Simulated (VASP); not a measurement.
# HPbNO4 (P1) in VASP: settings compared, part 2 of 2

VASP 6.6.1.

**3. Single point, PBE (13.22 Å³/atom)**

This run uses another cell than the first one, of 13.22 Å³/atom.

INCAR reads:

```
PREC = Accurate
ENCUT = 520
EDIFF = 1E-7
ISMEAR = -1
SIGMA = 0.05
LREAL = False
LASPH = True
NELM = 80
ALGO = Normal
ISIF = 2
LWAVE = False
LCHARG = False
GGA = PE
NBANDS = 31
```

KPOINTS reads:

```
regular mesh
0
Gamma
  5 4 4
```

POSCAR reads:

```
HPbNO4
1.0
    3.7783321923      0.0017436633     -0.0358332599
    0.1699875774      4.2458788462     -0.0161337832
    0.7425556580      0.8216082570      5.7566553182
H Pb N O
1 1 1 4
Direct
    0.6151100000      0.8955900000      0.1984400000
    0.6459700000      0.4465100000      0.9168500000
    0.7147400000      0.2381000000      0.5005800000
    0.1695800000      0.4700700000      0.7776800000
    0.6291900000      0.9704500000      0.4984500000
    0.5642400000      0.9258300000      0.0384900000
    0.7802200000      0.4225000000      0.3195100000
```

Potentials or basis: VASP PAW PBE potentials, release 64 (H, Pb_d, N, O).

Command:

```bash
$ cat potpaw_PBE.64/H/POTCAR potpaw_PBE.64/Pb_d/POTCAR potpaw_PBE.64/N/POTCAR potpaw_PBE.64/O/POTCAR > POTCAR
$ mpirun -np 1 vasp_std > vasp.out
```

OUTCAR:

```text
PREC = Accurate
   ENCUT = 520
   EDIFF = 1E-7
   ISMEAR = -1
   LREAL = False
   LASPH = True
   NELM = 80
   ISIF = 2
   GGA = PE

 ion  position               nearest neighbor table
   1  0.615  0.896  0.198-   6 0.97
   2  0.646  0.447  0.917-   4 2.05   4 2.05   6 2.25   6 2.25   7 2.46   3 2.69
   3  0.715  0.238  0.501-   5 1.20   7 1.23   2 2.69
   4  0.170  0.470  0.778-   2 2.05   2 2.05
   5  0.629  0.970  0.498-   3 1.20
   6  0.564  0.926  0.038-   1 0.97   2 2.25   2 2.25
   7  0.780  0.422  0.320-   3 1.23   2 2.46

  LATTYP: Found a triclinic cell.
 ALAT       =     8.8185017041
 B/A-ratio  =     1.1034313029
 C/A-ratio  =     0.8320978899
 COS(alpha) =     0.0134657135
 COS(beta)  =     0.5861289562
 COS(gamma) =     0.8046043717

  Lattice vectors:

 A1 = (  -7.7266519620,  -4.2493661728,   0.0878003030)
 A2 = (  -6.9840963040,  -3.4277579158,   5.8444556212)
 A3 = (  -4.5208878503,  -0.8233519203,  -5.7208220583)

Analysis of symmetry for initial positions (statically):
=====================================================================
 Subroutine PRICEL returns:
 Original cell was already a primitive cell.

 Routine SETGRP: Setting up the symmetry group for a
 triclinic supercell.

 Subroutine GETGRP returns: Found  1 space group operations
 (whereof  1 operations were pure point group operations)
 out of a pool of  2 trial point group operations.

The static configuration has the point symmetry C_1 .

Analysis of symmetry for dynamics (positions and initial velocities):
=====================================================================
 Subroutine PRICEL returns:
 Original cell was already a primitive cell.

 Routine SETGRP: Setting up the symmetry group for a
 triclinic supercell.

 Subroutine GETGRP returns: Found  1 space group operations
 (whereof  1 operations were pure point group operations)
 out of a pool of  2 trial point group operations.

The dynamic configuration has the point symmetry C_1 .

 Subroutine INISYM returns: Found  1 space group operations
 (whereof  1 operations are pure point group operations),
 and found     1 'primitive' translations

----------------------------------------------------------------------------------------

                                     Primitive cell

  volume of cell :      92.5066

  direct lattice vectors                    reciprocal lattice vectors
     3.778332192  0.001743663 -0.035833260     0.264363072 -0.010707783 -0.032572159
     0.169987577  4.245878846 -0.016133783    -0.000426765  0.235412124 -0.033543722
     0.742555658  0.821608257  5.756655318     0.001644376  0.000593121  0.173415220

  length of vectors
     3.778502510  4.249310915  5.862210290     0.266577260  0.237790310  0.173424030

  position of ions in fractional coordinates (direct lattice)
     0.615110000  0.895590000  0.198440000
     0.645970000  0.446510000  0.916850000
     0.714740000  0.238100000  0.500580000
     0.169580000  0.470070000  0.777680000
     0.629190000  0.970450000  0.498450000
     0.564240000  0.925830000  0.038490000
     0.780220000  0.422500000  0.319510000

[... 35 lines left out ...]

 Following reciprocal coordinates:
            Coordinates               Weight
  0.000000  0.000000  0.000000      1.000000
  0.200000  0.000000 -0.000000      2.000000
  0.400000 -0.000000  0.000000      2.000000
  0.000000  0.250000  0.000000      2.000000
  0.200000  0.250000 -0.000000      2.000000
  0.400000  0.250000  0.000000      2.000000
[... 16 lines left out ...]
  0.200000  0.500000  0.250000      2.000000
  0.400000  0.500000  0.250000      2.000000
 [... further k-points ...]
   k-points           NKPTS =     42   k-points in BZ     NKDIM =     42   number of bands    NBANDS=     31
   number of dos      NEDOS =    301   number of ions     NIONS =      7
   total plane-waves  NPLWV =  43008
   dimension x,y,z NGX =    28 NGY =   32 NGZ =   48
   dimension x,y,z NGXF=    56 NGYF=   64 NGZF=   96
   ions per type =               1   1   1   4
   NGX,Y,Z   is equivalent  to a cutoff of  12.32, 12.52, 13.61 a.u.
   NGXF,Y,Z  is equivalent  to a cutoff of  24.64, 25.04, 27.22 a.u.
 SYSTEM =  unknown system
   PREC   = accura    normal or accurate (medium, high low for compatibility)
   ISTART =      0    job   : 0-new  1-cont  2-samecut
   ICHARG =      2    charge: 1-file 2-atom 10-const
   ISPIN  =      1    spin polarized calculation?
   LNONCOLLINEAR =      F non collinear calculations
   LSORBIT =      F    spin-orbit coupling
   LASPH  =      T    aspherical Exc in radial PAW
   ENCUT  =  520.0 eV  38.22 Ry    6.18 a.u.   7.03  7.90 10.90*2*pi/ulx,y,z
   NELM   =     80;   NELMIN=  2; NELMDL= -5     # of ELM steps
   EDIFF  = 0.1E-06   stopping-criterion for ELM
   LREAL  =      F    real-space projection
   EDIFFG = 0.1E-05   stopping-criterion for IOM
   NSW    =      0    number of steps for IOM
   IBRION =     -1    ionic relax: 0-MD 1-quasi-New 2-CG
   NFREE  =      0    steps in history (QN), initial steepest desc. (CG)
   ISIF   =      2    stress and relaxation
   ISYM   =      2    0-nonsym 1-usesym 2-fastsym
   POTIM  = 0.5000    time-step for ionic-motion
   TEBEG  =    0.0;   TEEND  =   0.0 temperature during run
   PSTRESS=    0.0 pullay stress
   NELECT =      44.0000    total number of electrons
   NUPDOWN=      -1.0000    fix difference up-down
   EMIN   =  10.00;   EMAX   =-10.00  energy-range for DOS
   EFERMI =   0.00;   METHOD = LEGACY
   ISMEAR =    -1;   SIGMA  =   0.05  broadening in eV -4-tet -1-fermi 0-gaus
   EFERMI_NEDOS =   21; number of points for ismear=-14 and -15
   IALGO  =     38    algorithm
   IMIX   =      4    mixing-type and parameters
     AMIX     =   0.40;   BMIX     =  1.00
     AMIX_MAG =   1.60;   BMIX_MAG =  1.00
  volume/ion in A,a.u.               =      13.22        89.18
  Fermi-wavevector in a.u.,A,eV,Ry     =   1.277914  2.414907 22.219180  1.633064
  Thomas-Fermi vector in A             =   2.410486
   LORBIT       =      0    0 simple, 1 ext, 2 COOP (PROOUT), +10 PAW based schemes
   GGA     = PE    functional components
   LHFCALC =     F    Hartree Fock is set to
   AEXX    =    0.0000 exact exchange contribution
   IVDW    =     0    specifies the selected vdW correction
   LEPSILON=     F    determine dielectric tensor
   LRPA    =     F    only Hartree local field effects (RPA)
 non-spin polarized calculation
  energy-cutoff  :      520.00
  volume of cell :       92.51
 maximum number of plane-waves:      2514
   NGX = 15   NGY = 15   NGZ = 21

 number of electron      44.0000010 magnetization

 Free energy of the ion-electron system (eV)
  ---------------------------------------------------
  ext. energy  EPLUGINS =         0.00000000
  ---------------------------------------------------
  free energy    TOTEN  =       -38.49787448 eV

  energy without entropy =      -38.49661973  energy(sigma->0) =      -38.49724710

 E-fermi :   1.6095     XC(G=0):  -9.0638

 val. band max:        1.3831673215   @ k =   0.4000   0.2500   0.0000
 cond. band min:       1.7154136291   @ k =   0.0000   0.0000   0.5000
 fundamental gap:      0.3322463076
 Fermi energy:         1.6094718174

 k-point     1 :       0.0000    0.0000    0.0000
  band No.  band energies     occupation
      1     -24.1746      2.00000
      2     -19.5978      2.00000
      3     -17.5631      2.00000
      4     -17.0344      2.00000
      5     -14.5814      2.00000
      6     -14.4503      2.00000
[... 805 lines left out ...]
     30      12.6798      0.00000
     31      12.9503      0.00000

 [... further k-points ...]

------------------------ aborting loop because EDIFF is reached ----------------------------------------

  FORCE on cell =-STRESS in cart. coord.  units (eV):
  Direction    XX          YY          ZZ          XY          YZ          ZX
  --------------------------------------------------------------------------------------
  -------------------------------------------------------------------------------------
  Total        2.9252306      5.7680145      4.2607083      1.2741396     -1.1493197      0.1020376
  in kB       50.6638500     99.8997552     73.7938006     22.0675998    -19.9057682      1.7672506
  external PRESSURE =      74.7858019 kB  Pullay stress =       0.0000000 kB

 VOLUME and BASIS-vectors are now :
 -----------------------------------------------------------------------------
  energy-cutoff  :      520.00
  volume of cell :       92.51
      direct lattice vectors                 reciprocal lattice vectors
     3.778332192  0.001743663 -0.035833260     0.264363072 -0.010707783 -0.032572159
     0.169987577  4.245878846 -0.016133783    -0.000426765  0.235412124 -0.033543722
     0.742555658  0.821608257  5.756655318     0.001644376  0.000593121  0.173415220

 POSITION                                       TOTAL-FORCE (eV/Angst)
 -----------------------------------------------------------------------------------
      2.62368      3.96668      1.10586         0.293528     -0.015774      0.981202
      3.19740      2.65025      5.24764         0.002960      0.020466      0.015985
      3.11271      1.42347      2.85221         0.583233      1.386595      1.744335
      1.29811      2.63510      4.46318        -0.019628      0.032755     -0.348329
      2.91238      4.53104      2.83120        -0.867941     -2.655768      0.147130
      2.31785      3.96357      0.18642        -0.364502     -0.001075     -0.782920
      3.25700      2.05776      1.80453         0.372351      1.232801     -1.757402
 -----------------------------------------------------------------------------------
    total drift:                               -0.000780      0.001076      0.000417

  FREE ENERGIE OF THE ION-ELECTRON SYSTEM (eV)
  ---------------------------------------------------
  free  energy   TOTEN  =       -38.4978744816 eV

  energy  without entropy=      -38.4966197276  energy(sigma->0) =      -38.49724710
```

It took 49 s on 1 thread of Intel Xeon 6975P-C (Granite Rapids), shared host; peak memory 0.26 GiB.

Results:

```yaml
Free_energy: -38.4979 eV
Pressure: 7.5 GPa
Largest_force: 2.798 eV/Å
Band_gap_on_the_k_mesh: 0.33 eV (least direct gap 0.52 eV)
```

Forces in eV/Å, atoms in the order of the input:
```
H    0.294 -0.016  0.981
Pb   0.003  0.020  0.016
N    0.583  1.387  1.744
O   -0.020  0.033 -0.348
O   -0.868 -2.656  0.147
O   -0.365 -0.001 -0.783
O    0.372  1.233 -1.757
```

Stress tensor (GPa, compression positive):
```
 5.07  2.21  0.18
 2.21  9.99 -1.99
 0.18 -1.99  7.38
```

Levels at points of the mesh, in eV from the valence-band top:
```
           k point  band 18  band 19  band 20  band 21  band 22  band 23  band 24  band 25  band 26  band 27
(0.00, 0.00, 0.00)    -2.39    -1.72    -1.34    -1.10    -0.71     1.42     3.03     5.40     7.13     9.20
(0.00, 0.50, 0.00)    -2.15    -1.48    -1.40    -0.97    -0.47     1.86     3.08     5.88     6.41     9.28
(0.00, 0.00, 0.50)    -2.47    -1.92    -1.37    -1.12    -0.19     0.33     3.13     5.90     8.09     8.71
(0.00, 0.50, 0.50)    -1.94    -1.48    -1.31    -1.20    -0.84     1.59     3.12     6.42     6.73     8.69
```

Caveat: the standard files for N, O and F lose accuracy on very short bonds; the cell stands under pressure; spin-orbit coupling is left out, which moves the levels of the heavy elements; an odd mesh through Γ misses points on the zone boundary, where band edges can lie; forces of over 1 eV/Å act on the atoms, so gaps and moduli don't describe the material at rest.
